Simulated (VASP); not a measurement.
# Cs (P6_3/mmc) in VASP: relaxation of cell and atoms with PBEsol

Aim: the relaxation of cell and atoms of Cs with PBEsol.

Everything below comes from runs of VASP 6.6.1. Logs are shortened: lines on timing, memory, paths and dates and some standing lists are left out, and cuts for length are marked.

### Step 1. The cell of the first run

Symmetry: P6_3/mmc, No. 194, hexagonal system. The conventional cell has a = 4.843 Å, b = 4.843 Å, c = 7.892 Å, α = 90.00°, β = 90.00°, γ = 120.00°.

This isn't the form of Cs at room conditions, which is bcc.

### Step 2. Relaxation of cell and atoms, PBEsol, target pressure 1 GPa, at which the enthalpy is minimised

The input, INCAR:

```
SYSTEM = Cs
  PREC = Accurate
  ENCUT = 600
  EDIFF = 1E-7
  ISMEAR = -1
  SIGMA = 0.05
  LREAL = .FALSE.
  LASPH = .TRUE.
  NELM = 60
  ALGO = Normal
  ISIF = 3
  LWAVE = .FALSE.
  LCHARG = .FALSE.
  GGA = PS
  IBRION = 2
  NSW = 32
  EDIFFG = -0.005
  PSTRESS = 10.0
```

The input, KPOINTS:

```
regular mesh
0
G
  9 9 5
  0 0 0
```

The input, POSCAR:

```
Cs
1.0
    4.8432005243      0.0000000000      0.0000000000
   -2.4216002622      4.1943346897      0.0000000000
    0.0000000000      0.0000000000      7.8915728695
Cs
2
Direct
    0.3333333333      0.6666666667      0.2500000000
    0.6666666667      0.3333333333      0.7500000000
```

Potentials or basis: VASP PAW PBE potentials, release 64 (Cs_sv).

Launch:

```bash
$ cat potpaw_PBE.64/Cs_sv/POTCAR > POTCAR
$ mpirun -np 1 vasp_std > vasp.out
```

OUTCAR:

```text
SYSTEM = Cs
   PREC = Accurate
   ENCUT = 600
   EDIFF = 1E-7
   ISMEAR = -1
   LREAL = .FALSE.
   LASPH = .TRUE.
   NELM = 60
   ISIF = 3
   GGA = PS
   IBRION = 2
   NSW = 32
   EDIFFG = -0.005
   PSTRESS = 10.0

 ion  position               nearest neighbor table
   1  0.333  0.667  0.250-
   2  0.667  0.333  0.750-

  LATTYP: Found a hexagonal cell.
 ALAT       =     4.8432005243
 C/A-ratio  =     1.6294127881

  Lattice vectors:

 A1 = (   4.8432005243,   0.0000000000,   0.0000000000)
 A2 = (  -2.4216002622,   4.1943346897,   0.0000000000)
 A3 = (   0.0000000000,   0.0000000000,   7.8915728695)

Analysis of symmetry for initial positions (statically):
=====================================================================
 Subroutine PRICEL returns:
 Original cell was already a primitive cell.

 Routine SETGRP: Setting up the symmetry group for a
 hexagonal supercell.

 Subroutine GETGRP returns: Found 24 space group operations
 (whereof 12 operations were pure point group operations)
 out of a pool of 24 trial point group operations.

The static configuration has the point symmetry D_3d.
 The point group associated with its full space group is D_6h.

Analysis of symmetry for dynamics (positions and initial velocities):
=====================================================================
 Subroutine PRICEL returns:
 Original cell was already a primitive cell.

 Routine SETGRP: Setting up the symmetry group for a
 hexagonal supercell.

 Subroutine GETGRP returns: Found 24 space group operations
 (whereof 12 operations were pure point group operations)
 out of a pool of 24 trial point group operations.

The dynamic configuration has the point symmetry D_3d.
 The point group associated with its full space group is D_6h.

 Subroutine INISYM returns: Found 24 space group operations
 (whereof 12 operations are pure point group operations),
 and found     1 'primitive' translations

----------------------------------------------------------------------------------------

                                     Primitive cell

  volume of cell :     160.3094

  direct lattice vectors                    reciprocal lattice vectors
     4.843200524  0.000000000  0.000000000     0.206475035  0.119208417  0.000000000
    -2.421600262  4.194334690  0.000000000     0.000000000  0.238416835  0.000000000
     0.000000000  0.000000000  7.891572870     0.000000000  0.000000000  0.126717451

  length of vectors
     4.843200524  4.843200524  7.891572870     0.238416835  0.238416835  0.126717451

  position of ions in fractional coordinates (direct lattice)
     0.333333333  0.666666667  0.250000000
     0.666666667  0.333333333  0.750000000

  ion indices of the primitive-cell ions
   primitive index   ion index
                 1           1
                 2           2

----------------------------------------------------------------------------------------

 KPOINTS: regular mesh

Automatic generation of k-mesh.
 Grid dimensions read from file:
 generate k-points for:    9    9    5

 Generating k-lattice:

  Cartesian coordinates                     Fractional coordinates (reciprocal lattice)
     0.022941671  0.013245380  0.000000000     0.111111111  0.000000000  0.000000000
     0.000000000  0.026490759  0.000000000     0.000000000  0.111111111  0.000000000
     0.000000000  0.000000000  0.025343490     0.000000000  0.000000000  0.200000000

  Length of vectors
     0.026490759  0.026490759  0.025343490

  Shift w.r.t. Gamma in fractional coordinates (k-lattice)
     0.000000000  0.000000000  0.000000000

 Subroutine IBZKPT returns following result:
 ===========================================

 Found     36 irreducible k-points:

 Following reciprocal coordinates:
            Coordinates               Weight
  0.000000  0.000000  0.000000      1.000000
  0.111111  0.000000  0.000000      6.000000
  0.222222  0.000000  0.000000      6.000000
  0.333333  0.000000  0.000000      6.000000
  0.444444  0.000000  0.000000      6.000000
  0.111111  0.111111  0.000000      6.000000
[... 16 lines left out ...]
  0.333333  0.222222  0.200000     24.000000
  0.333333  0.333333  0.200000      4.000000
 [... further k-points ...]
   k-points           NKPTS =     36   k-points in BZ     NKDIM =     36   number of bands    NBANDS=     13
   number of dos      NEDOS =    301   number of ions     NIONS =      2
   total plane-waves  NPLWV = 102400
   dimension x,y,z NGX =    40 NGY =   40 NGZ =   64
   dimension x,y,z NGXF=    80 NGYF=   80 NGZF=  128
   ions per type =               2
   NGX,Y,Z   is equivalent  to a cutoff of  13.73, 13.73, 13.48 a.u.
   NGXF,Y,Z  is equivalent  to a cutoff of  27.46, 27.46, 26.96 a.u.
 SYSTEM =  Cs
   PREC   = accura    normal or accurate (medium, high low for compatibility)
   ISTART =      0    job   : 0-new  1-cont  2-samecut
   ICHARG =      2    charge: 1-file 2-atom 10-const
   ISPIN  =      1    spin polarized calculation?
   LNONCOLLINEAR =      F non collinear calculations
   LSORBIT =      F    spin-orbit coupling
   LASPH  =      T    aspherical Exc in radial PAW
   ENCUT  =  600.0 eV  44.10 Ry    6.64 a.u.   9.67  9.67 15.76*2*pi/ulx,y,z
   NELM   =     60;   NELMIN=  2; NELMDL= -5     # of ELM steps
   EDIFF  = 0.1E-06   stopping-criterion for ELM
   LREAL  =      F    real-space projection
   EDIFFG = -.5E-02   stopping-criterion for IOM
   NSW    =     32    number of steps for IOM
   IBRION =      2    ionic relax: 0-MD 1-quasi-New 2-CG
   NFREE  =      1    steps in history (QN), initial steepest desc. (CG)
   ISIF   =      3    stress and relaxation
   ISYM   =      2    0-nonsym 1-usesym 2-fastsym
   POTIM  = 0.5000    time-step for ionic-motion
   TEBEG  =    0.0;   TEEND  =   0.0 temperature during run
   PSTRESS=   10.0 pullay stress
   NELECT =      18.0000    total number of electrons
   NUPDOWN=      -1.0000    fix difference up-down
   EMIN   =  10.00;   EMAX   =-10.00  energy-range for DOS
   EFERMI =   0.00;   METHOD = LEGACY
   ISMEAR =    -1;   SIGMA  =   0.05  broadening in eV -4-tet -1-fermi 0-gaus
   EFERMI_NEDOS =   21; number of points for ismear=-14 and -15
   IALGO  =     38    algorithm
   IMIX   =      4    mixing-type and parameters
     AMIX     =   0.40;   BMIX     =  1.00
     AMIX_MAG =   1.60;   BMIX_MAG =  1.00
  volume/ion in A,a.u.               =      80.15       540.91
  Fermi-wavevector in a.u.,A,eV,Ry     =   0.789792  1.492490  8.486921  0.623771
  Thomas-Fermi vector in A             =   1.895004
   LORBIT       =      0    0 simple, 1 ext, 2 COOP (PROOUT), +10 PAW based schemes
   GGA     = PS    functional components
   LHFCALC =     F    Hartree Fock is set to
   AEXX    =    0.0000 exact exchange contribution
   IVDW    =     0    specifies the selected vdW correction
   LEPSILON=     F    determine dielectric tensor
   LRPA    =     F    only Hartree local field effects (RPA)
 conjugate gradient relaxation of ions
 non-spin polarized calculation
  energy-cutoff  :      600.00
  volume of cell :      160.31
 maximum number of plane-waves:      5390
 NGX is ok and might be reduce to    40
   NGX = 19   NGY = 19   NGZ = 31

--------------------------------------- Ionic step        1  -------------------------------------------

 number of electron      17.9999998 magnetization

 Free energy of the ion-electron system (eV)
  ---------------------------------------------------
  ext. energy  EPLUGINS =         0.00000000
  ---------------------------------------------------
  free energy    TOTEN  =        -1.75272007 eV

  energy without entropy =       -1.73301741  energy(sigma->0) =       -1.74286874

------------------------ aborting loop because EDIFF is reached ----------------------------------------

  FORCE on cell =-STRESS in cart. coord.  units (eV):
  Direction    XX          YY          ZZ          XY          YZ          ZX
  --------------------------------------------------------------------------------------
  -------------------------------------------------------------------------------------
  Total        0.9884501      0.9884501      1.0001485     -0.0000000      0.0000000      0.0000000
  in kB        9.8788460      9.8788460      9.9957639     -0.0000000      0.0000000      0.0000000
  external PRESSURE =      -0.0821814 kB  Pullay stress =      10.0000000 kB

 VOLUME and BASIS-vectors are now :
 -----------------------------------------------------------------------------
  energy-cutoff  :      600.00
  volume of cell :      160.31
      direct lattice vectors                 reciprocal lattice vectors
     4.843200524  0.000000000  0.000000000     0.206475035  0.119208417  0.000000000
    -2.421600262  4.194334690  0.000000000     0.000000000  0.238416835  0.000000000
     0.000000000  0.000000000  7.891572870     0.000000000  0.000000000  0.126717451

 POSITION                                       TOTAL-FORCE (eV/Angst)
 -----------------------------------------------------------------------------------
     -0.00000      2.79622      1.97289        -0.000000      0.000000      0.000000
      2.42160      1.39811      5.91868         0.000000     -0.000000      0.000000
 -----------------------------------------------------------------------------------
    total drift:                               -0.000000      0.000000     -0.000000

  FREE ENERGIE OF THE ION-ELECTRON SYSTEM (eV)
  ---------------------------------------------------
  free  energy   TOTEN  =        -1.7527200722 eV

  energy  without entropy=       -1.7330174054  energy(sigma->0) =       -1.74286874

  enthalpy is  TOTEN    =        -0.7521476663 eV   P V=        1.0005724060

--------------------------------------- Ionic step        2  -------------------------------------------

 number of electron      17.9999998 magnetization

 Free energy of the ion-electron system (eV)
  ---------------------------------------------------
  ext. energy  EPLUGINS =         0.00000000
  ---------------------------------------------------
  free energy    TOTEN  =        -1.75213091 eV

  energy without entropy =       -1.73241649  energy(sigma->0) =       -1.74227370

 E-fermi :   1.4124     XC(G=0):  -6.5161

 val. band max:        1.3992398481   @ k =   0.1111   0.0000   0.0000
 cond. band min:       1.4321424031   @ k =   0.4444   0.1111   0.2000
 fundamental gap:      0.0329025549
 Fermi energy:         1.4124400784

 k-point     1 :       0.0000    0.0000    0.0000
  band No.  band energies     occupation
      1     -22.2716      2.00000
      2     -22.2389      2.00000
      3      -9.3206      2.00000
      4      -8.9366      2.00000
      5      -8.9366      2.00000
      6      -8.8798      2.00000
      7      -8.8798      2.00000
      8      -8.8760      2.00000
      9      -0.6159      2.00000
     10       1.2217      1.95684
     11       2.7284      0.00000
     12       3.9733      0.00000
     13       3.9766      0.00000

 k-point     2 :       0.1111    0.0000    0.0000
  band No.  band energies     occupation
      1     -22.2682      2.00000
      2     -22.2373      2.00000
      3      -9.3032      2.00000
      4      -8.9775      2.00000
      5      -8.9492      2.00000
      6      -8.9225      2.00000
      7      -8.8855      2.00000
      8      -8.8824      2.00000
      9      -0.4453      2.00000
     10       1.3992      1.13124
     11       2.6306      0.00000
     12       3.5105      0.00000
     13       4.1243      0.00000
[... 321 lines left out ...]
 k-point    23 :       0.3333    0.2222    0.2000
  band No.  band energies     occupation
      1     -22.2354      2.00000
      2     -22.2295      2.00000
      3      -9.2419      2.00000
      4      -9.2022      2.00000
      5      -9.1207      2.00000
      6      -9.0534      2.00000
      7      -9.0259      2.00000
      8      -8.9700      2.00000
      9       1.6624      0.01340
     10       2.0015      0.00002
     11       2.2649      0.00000
     12       2.5141      0.00000
     13       3.1634      0.00000

 k-point    24 :       0.3333    0.3333    0.2000
  band No.  band energies     occupation
      1     -22.2312      2.00000
      2     -22.2312      2.00000
      3      -9.1965      2.00000
      4      -9.1845      2.00000
      5      -9.1845      2.00000
      6      -9.0863      2.00000
      7      -9.0030      2.00000
      8      -9.0030      2.00000
      9       2.1098      0.00000
     10       2.2074      0.00000
     11       2.2101      0.00000
     12       2.2101      0.00000
     13       3.1179      0.00000

 [... further k-points ...]
[... 5 lines left out ...]
  --------------------------------------------------------------------------------------
  -------------------------------------------------------------------------------------
  Total        0.9908544      0.9908544      1.0005653     -0.0000000      0.0000000      0.0000000
  in kB        9.9087710      9.9087710     10.0058817     -0.0000000      0.0000000      0.0000000
  external PRESSURE =      -0.0588587 kB  Pullay stress =      10.0000000 kB

 VOLUME and BASIS-vectors are now :
 -----------------------------------------------------------------------------
  energy-cutoff  :      600.00
  volume of cell :      160.21
      direct lattice vectors                 reciprocal lattice vectors
     4.841784340 -0.000000000  0.000000000     0.206535428  0.119243285 -0.000000000
    -2.420892170  4.193108238 -0.000000000     0.000000000  0.238486570 -0.000000000
     0.000000000  0.000000000  7.891492186     0.000000000  0.000000000  0.126718747

 POSITION                                       TOTAL-FORCE (eV/Angst)
 -----------------------------------------------------------------------------------
     -0.00000      2.79541      1.97287        -0.000000     -0.000000      0.000000
      2.42089      1.39770      5.91862         0.000000      0.000000      0.000000
 -----------------------------------------------------------------------------------
    total drift:                               -0.000000      0.000000     -0.000000

  FREE ENERGIE OF THE ION-ELECTRON SYSTEM (eV)
  ---------------------------------------------------
  free  energy   TOTEN  =        -1.7521309146 eV

  energy  without entropy=       -1.7324164911  energy(sigma->0) =       -1.74227370

  enthalpy is  TOTEN    =        -0.7521537952 eV   P V=        0.9999771194

 reached required accuracy - stopping structural energy minimisation
```

Wall time 88 s (1 thread of Intel Xeon Platinum 8259CL at 2.50GHz (Skylake/Cascade Lake), shared host); peak memory 0.35 GiB.

What came out:

| Quantity | Value |
| --- | --- |
| Free energy | -1.7521 eV |
| Relaxed volume | 80.11 Å³/atom |
| Relaxed cell | a = 4.842 Å, b = 4.842 Å, c = 7.891 Å, α = 90.00°, β = 90.00°, γ = 120.00° |
| Space group after relaxing (to 0.1 Å) | P6_3/mmc (No. 194) |
| Energy change on relaxing (the run minimises the enthalpy) | +0.3 meV/atom |
| Ionic steps | 2 |
| Pressure after relaxing | 1.0 GPa |
| Band gap on the k mesh | zero (bands 9 and 10 overlap by 1.65 eV) |

Step by step:
```
step  energy change (eV)  largest force (eV/Å)  pressure (GPa)  volume (Å³)
   1              0.0000                0.0000            0.99       160.31
   2              0.0006                0.0000            0.99       160.21
```

Final structure:
```xyz
2
Lattice="4.8418 0.0000 0.0000 -2.4209 4.1931 0.0000 0.0000 0.0000 7.8915" Properties=species:S:1:pos:R:3 pbc="T T T"
Cs    0.0000    2.7954    1.9729
Cs    2.4209    1.3977    5.9186
```

Levels at points of the mesh, in eV from the Fermi level:
| k point | band 5 | band 6 | band 7 | band 8 | band 9 | band 10 | band 11 | band 12 | band 13 |
| --- | --- | --- | --- | --- | --- | --- | --- | --- | --- |
| (0.00, 0.00, 0.00) | -10.35 | -10.29 | -10.29 | -10.29 | -2.03 | -0.19 | 1.32 | 2.56 | 2.56 |

Caveat: the cell is relaxed towards a set pressure, so the run minimises the enthalpy, not the energy; the PAW data sets were made with another functional, which shifts forces and pressure a little; spin-orbit coupling is left out, which moves the levels of the heavy elements.
